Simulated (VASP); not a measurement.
Set up this calculation in VASP 6.6.1, as the native input.

* Task: single point
* Functional: PBE
* Potentials or basis: VASP PAW PBE potentials, release 64 (Os, Te)
* Cutoff: 520 eV
* k mesh: 6 × 6 × 6
* Occupations: gaussian, width 0.05 eV
* Spin: collinear spin
* Starting moments: [0.15, 0.0] μB
* Dipole correction: no
* Further INCAR settings: ALGO = Normal; EDIFF = 1e-06; NBANDS = 18

The structure of TeOs lies in POSCAR:

```
TeOs
1.0
    0.0000000000      2.9849480396      2.9849480396
    2.9849480396      0.0000000000      2.9849480396
    2.9849480396      2.9849480396      0.0000000000
Os Te
1 1
Direct
    0.0000000000      0.0000000000      0.0000000000
    0.2500000000      0.2500000000      0.2500000000
```

One way to write it, as run:

INCAR

```
SYSTEM = TeOs
ALGO = Normal
EDIFF = 1E-6
ENCUT = 520
GGA = PE
ISIF = 2
ISMEAR = 0
ISPIN = 2
LASPH = .TRUE.
LCHARG = .FALSE.
LMAXMIX = 4
LORBIT = 11
LREAL = .FALSE.
LWAVE = .FALSE.
MAGMOM = 0.15 0
NBANDS = 18
NELM = 150
PREC = Accurate
SIGMA = 0.05
```

KPOINTS

```
k-points
0
G
  6 6 6
  0 0 0
```

Potentials or basis: VASP PAW PBE potentials, release 64 (Os, Te).

Launch:

```console
$ cat potpaw_PBE.64/Os/POTCAR potpaw_PBE.64/Te/POTCAR > POTCAR
$ mpirun -np 1 vasp_std > vasp.out
```

Results of the run:

```json
{"Pressure": "-3.4 GPa", "Net moment": "0.17 μB per cell", "Site moments": "Os +0.14; Te +0.00 μB", "Valence electrons inside the program's atomic spheres": "Os 7.16; Te 3.41"}
```

Caveat: the cell stands under tension; a moment this small can come from the mesh or the smearing.

Run time: 19 s on 1 thread of AMD EPYC 9R45 96-Core Processor (Zen 5), on a shared host, peak memory 0.18 GiB.
